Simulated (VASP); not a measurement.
# C (Fd-3m) in VASP: notebook

The runs below take C through electric field gradients, with LDA, PBEsol, r2SCAN, PBE.

Program: VASP 6.6.1. These are calculated values, not measurements. Logs are shortened: lines on timing, memory, paths and dates and some standing lists are left out, and cuts for length are marked.

### Step 1. The cell of the first run

Symmetry: Fd-3m, No. 227, cubic system. The conventional cell has a = 3.567 Å, b = 3.567 Å, c = 3.567 Å, α = 90.00°, β = 90.00°, γ = 90.00°. Within 2.1 Å of C (site symmetry -43m) lie 4 C at 1.54 Å.

### Step 2. Electric field gradients, LDA

Contents of INCAR:

```
PREC = Accurate
ENCUT = 520
EDIFF = 1E-8
ISMEAR = -1
SIGMA = 0.08
LREAL = F
LASPH = T
NELM = 80
ALGO = Normal
ISIF = 2
LWAVE = F
LCHARG = F
GGA = CA
LEFG = T
NBANDS = 11
```

Contents of KPOINTS:

```
regular mesh
0
Gamma
  20 20 20
```

Contents of POSCAR:

```
C
1.0
    0.0000000000      1.7834000000      1.7834000000
    1.7834000000      0.0000000000      1.7834000000
    1.7834000000      1.7834000000      0.0000000000
C
2
Direct
    0.5000000000      0.5000000000      0.5000000000
    0.7500000000      0.7500000000      0.7500000000
```

Potentials or basis: VASP PAW LDA potentials, release 64 (C).

Started as:

```
> cat potpaw_LDA.64/C/POTCAR > POTCAR
> mpirun -np 1 vasp_std > vasp.out
```

OUTCAR:

```text
PREC = Accurate
   ENCUT = 520
   EDIFF = 1E-8
   ISMEAR = -1
   LREAL = F
   LASPH = T
   NELM = 80
   ISIF = 2
   GGA = CA

 ion  position               nearest neighbor table
   1  0.500  0.500  0.500-   2 1.54   2 1.54   2 1.54   2 1.54
   2  0.750  0.750  0.750-   1 1.54   1 1.54   1 1.54   1 1.54

  LATTYP: Found a face centered cubic cell.
 ALAT       =     3.5668000000

  Lattice vectors:

 A1 = (   0.0000000000,   1.7834000000,   1.7834000000)
 A2 = (   1.7834000000,   0.0000000000,   1.7834000000)
 A3 = (   1.7834000000,   1.7834000000,   0.0000000000)

Analysis of symmetry for initial positions (statically):
=====================================================================
 Subroutine PRICEL returns:
 Original cell was already a primitive cell.

 Routine SETGRP: Setting up the symmetry group for a
 face centered cubic supercell.

 Subroutine GETGRP returns: Found 48 space group operations
 (whereof 24 operations were pure point group operations)
 out of a pool of 48 trial point group operations.

The static configuration has the point symmetry T_d .
 The point group associated with its full space group is O_h .

Analysis of symmetry for dynamics (positions and initial velocities):
=====================================================================
 Subroutine PRICEL returns:
 Original cell was already a primitive cell.

 Routine SETGRP: Setting up the symmetry group for a
 face centered cubic supercell.

 Subroutine GETGRP returns: Found 48 space group operations
 (whereof 24 operations were pure point group operations)
 out of a pool of 48 trial point group operations.

The dynamic configuration has the point symmetry T_d .
 The point group associated with its full space group is O_h .

 Subroutine INISYM returns: Found 48 space group operations
 (whereof 24 operations are pure point group operations),
 and found     1 'primitive' translations

----------------------------------------------------------------------------------------

                                     Primitive cell

  volume of cell :      11.3443

  direct lattice vectors                    reciprocal lattice vectors
     0.000000000  1.783400000  1.783400000    -0.280363351  0.280363351  0.280363351
     1.783400000  0.000000000  1.783400000     0.280363351 -0.280363351  0.280363351
     1.783400000  1.783400000  0.000000000     0.280363351  0.280363351 -0.280363351

  length of vectors
     2.522108467  2.522108467  2.522108467     0.485603568  0.485603568  0.485603568

  position of ions in fractional coordinates (direct lattice)
     0.500000000  0.500000000  0.500000000
     0.750000000  0.750000000  0.750000000

  ion indices of the primitive-cell ions
   primitive index   ion index
                 1           1
                 2           2

----------------------------------------------------------------------------------------

 KPOINTS: regular mesh

Automatic generation of k-mesh.
 Grid dimensions read from file:
 generate k-points for:   20   20   20

 Generating k-lattice:

  Cartesian coordinates                     Fractional coordinates (reciprocal lattice)
    -0.014018168  0.014018168  0.014018168     0.050000000  0.000000000  0.000000000
     0.014018168 -0.014018168  0.014018168     0.000000000  0.050000000  0.000000000
     0.014018168  0.014018168 -0.014018168     0.000000000  0.000000000  0.050000000

  Length of vectors
     0.024280178  0.024280178  0.024280178

  Shift w.r.t. Gamma in fractional coordinates (k-lattice)
     0.000000000  0.000000000  0.000000000

 Subroutine IBZKPT returns following result:
 ===========================================

 Found    256 irreducible k-points:

 Following reciprocal coordinates:
            Coordinates               Weight
  0.000000  0.000000  0.000000      1.000000
  0.050000  0.000000  0.000000      8.000000
  0.100000  0.000000  0.000000      8.000000
  0.150000  0.000000  0.000000      8.000000
  0.200000  0.000000  0.000000      8.000000
  0.250000  0.000000  0.000000      8.000000
[... 16 lines left out ...]
 -0.400000  0.050000  0.000000     24.000000
 -0.350000  0.050000  0.000000     24.000000
 [... further k-points ...]
   k-points           NKPTS =    256   k-points in BZ     NKDIM =    256   number of bands    NBANDS=     11
   number of dos      NEDOS =    301   number of ions     NIONS =      2
   total plane-waves  NPLWV =   8000
   dimension x,y,z NGX =    20 NGY =   20 NGZ =   20
   dimension x,y,z NGXF=    40 NGYF=   40 NGZF=   40
   ions per type =               2
   NGX,Y,Z   is equivalent  to a cutoff of  13.18, 13.18, 13.18 a.u.
   NGXF,Y,Z  is equivalent  to a cutoff of  26.37, 26.37, 26.37 a.u.
 SYSTEM =  unknown system
   PREC   = accura    normal or accurate (medium, high low for compatibility)
   ISTART =      0    job   : 0-new  1-cont  2-samecut
   ICHARG =      2    charge: 1-file 2-atom 10-const
   ISPIN  =      1    spin polarized calculation?
   LNONCOLLINEAR =      F non collinear calculations
   LSORBIT =      F    spin-orbit coupling
   LASPH  =      T    aspherical Exc in radial PAW
   ENCUT  =  520.0 eV  38.22 Ry    6.18 a.u.   4.69  4.69  4.69*2*pi/ulx,y,z
   NELM   =     80;   NELMIN=  2; NELMDL= -5     # of ELM steps
   EDIFF  = 0.1E-07   stopping-criterion for ELM
   LREAL  =      F    real-space projection
   EDIFFG = 0.1E-06   stopping-criterion for IOM
   NSW    =      0    number of steps for IOM
   IBRION =     -1    ionic relax: 0-MD 1-quasi-New 2-CG
   NFREE  =      0    steps in history (QN), initial steepest desc. (CG)
   ISIF   =      2    stress and relaxation
   ISYM   =      2    0-nonsym 1-usesym 2-fastsym
   POTIM  = 0.5000    time-step for ionic-motion
   TEBEG  =    0.0;   TEEND  =   0.0 temperature during run
   PSTRESS=    0.0 pullay stress
   NELECT =       8.0000    total number of electrons
   NUPDOWN=      -1.0000    fix difference up-down
   EMIN   =  10.00;   EMAX   =-10.00  energy-range for DOS
   EFERMI =   0.00;   METHOD = LEGACY
   ISMEAR =    -1;   SIGMA  =   0.08  broadening in eV -4-tet -1-fermi 0-gaus
   EFERMI_NEDOS =   21; number of points for ismear=-14 and -15
   IALGO  =     38    algorithm
   IMIX   =      4    mixing-type and parameters
     AMIX     =   0.40;   BMIX     =  1.00
     AMIX_MAG =   1.60;   BMIX_MAG =  1.00
  volume/ion in A,a.u.               =       5.67        38.28
  Fermi-wavevector in a.u.,A,eV,Ry     =   1.457178  2.753668 28.890189  2.123369
  Thomas-Fermi vector in A             =   2.574010
   LORBIT       =      0    0 simple, 1 ext, 2 COOP (PROOUT), +10 PAW based schemes
   GGA     = CA    functional components
   LHFCALC =     F    Hartree Fock is set to
   AEXX    =    0.0000 exact exchange contribution
   IVDW    =     0    specifies the selected vdW correction
   LEPSILON=     F    determine dielectric tensor
   LRPA    =     F    only Hartree local field effects (RPA)
 non-spin polarized calculation
  energy-cutoff  :      520.00
  volume of cell :       11.34
 maximum number of plane-waves:       322
   NGX =  9   NGY =  9   NGZ =  9

 number of electron       7.9999999 magnetization

 Free energy of the ion-electron system (eV)
  ---------------------------------------------------
  ext. energy  EPLUGINS =         0.00000000
  ---------------------------------------------------
  free energy    TOTEN  =       -20.23521496 eV

  energy without entropy =      -20.23521496  energy(sigma->0) =      -20.23521496

 E-fermi :  11.1231     XC(G=0): -13.4994

 val. band max:        9.7230691920   @ k =   0.0000   0.0000   0.0000
 cond. band min:      13.8251219665   @ k =   0.3500   0.3500   0.0000
 fundamental gap:      4.1020527745
 Fermi energy:        11.1230739351

 k-point     1 :       0.0000    0.0000    0.0000
  band No.  band energies     occupation
      1     -11.5950      2.00000
      2       9.7231      2.00000
      3       9.7231      2.00000
      4       9.7231      2.00000
      5      15.2653      0.00000
      6      15.2653      0.00000
      7      15.2653      0.00000
      8      23.2785      0.00000
      9      28.7260      0.00000
     10      36.3523      0.00000
     11      36.3524      0.00000
[... 309 lines left out ...]
 k-point    24 :      -0.3500    0.0500    0.0000
  band No.  band energies     occupation
      1      -7.9079      2.00000
      2      -0.5784      2.00000
      3       6.7269      2.00000
      4       7.3847      2.00000
      5      17.9339      0.00000
      6      18.2384      0.00000
      7      18.7172      0.00000
      8      24.8156      0.00000
      9      30.4874      0.00000
     10      32.4781      0.00000
     11      33.8714      0.00000

 [... further k-points ...]

------------------------ aborting loop because EDIFF is reached ----------------------------------------

  FORCE on cell =-STRESS in cart. coord.  units (eV):
  Direction    XX          YY          ZZ          XY          YZ          ZX
  --------------------------------------------------------------------------------------
  -------------------------------------------------------------------------------------
  Total       -0.8250617     -0.8250617     -0.8250617      0.0000000      0.0000000     -0.0000000
  in kB     -116.5254392   -116.5254392   -116.5254392      0.0000000      0.0000000     -0.0000000
  external PRESSURE =    -116.5254392 kB  Pullay stress =       0.0000000 kB

 VOLUME and BASIS-vectors are now :
 -----------------------------------------------------------------------------
  energy-cutoff  :      520.00
  volume of cell :       11.34
      direct lattice vectors                 reciprocal lattice vectors
     0.000000000  1.783400000  1.783400000    -0.280363351  0.280363351  0.280363351
     1.783400000  0.000000000  1.783400000     0.280363351 -0.280363351  0.280363351
     1.783400000  1.783400000  0.000000000     0.280363351  0.280363351 -0.280363351

 POSITION                                       TOTAL-FORCE (eV/Angst)
 -----------------------------------------------------------------------------------
      1.78340      1.78340      1.78340        -0.000000     -0.000000     -0.000000
      2.67510      2.67510      2.67510         0.000000      0.000000      0.000000
 -----------------------------------------------------------------------------------
    total drift:                                0.000000     -0.000000      0.000000

  FREE ENERGIE OF THE ION-ELECTRON SYSTEM (eV)
  ---------------------------------------------------
  free  energy   TOTEN  =       -20.2352149592 eV

  energy  without entropy=      -20.2352149591  energy(sigma->0) =      -20.23521496

 Electric field gradients (V/A^2)
---------------------------------------------------------------------
 ion       V_xx      V_yy      V_zz      V_xy      V_xz      V_yz
---------------------------------------------------------------------
   1       0.000     0.000    -0.000    -0.000    -0.000    -0.000
   2       0.000     0.000    -0.000    -0.000    -0.000    -0.000
---------------------------------------------------------------------

 Electric field gradients after diagonalization (V/A^2)
 (convention: |V_zz| > |V_xx| > |V_yy|)
----------------------------------------------------------------------
 ion       V_xx      V_yy      V_zz     asymmetry (V_yy - V_xx)/ V_zz
----------------------------------------------------------------------
   1       0.000     0.000    -0.000       0.000
   2       0.000     0.000    -0.000       0.000
----------------------------------------------------------------------

           NMR quadrupolar parameters

 Cq : quadrupolar parameter    Cq=e*Q*V_zz/h
 eta: asymmetry parameters     (V_yy - V_xx)/ V_zz
 Q  : nuclear electric quadrupole moment in mb (millibarn)
----------------------------------------------------------------------
 ion       Cq(MHz)       eta       Q (mb)
----------------------------------------------------------------------
   1      -0.000       0.000       1.000
   2      -0.000       0.000       1.000
----------------------------------------------------------------------
```

It took 47 s on 1 thread of Intel Xeon 8259CL, shared host; peak memory 0.13 GiB.

What came out:

```
Free energy                             : -20.2352 eV
Pressure                                : -11.7 GPa
Band gap on the k mesh                  : 4.10 eV (least direct gap 5.54 eV)
Largest electric field gradient by atom : zero within the noise of the run
```

Caveat: the cell stands under tension. LDA gaps usually lie below the measured ones, often by a third to a half.

(Part 1 of 3 ends here.)
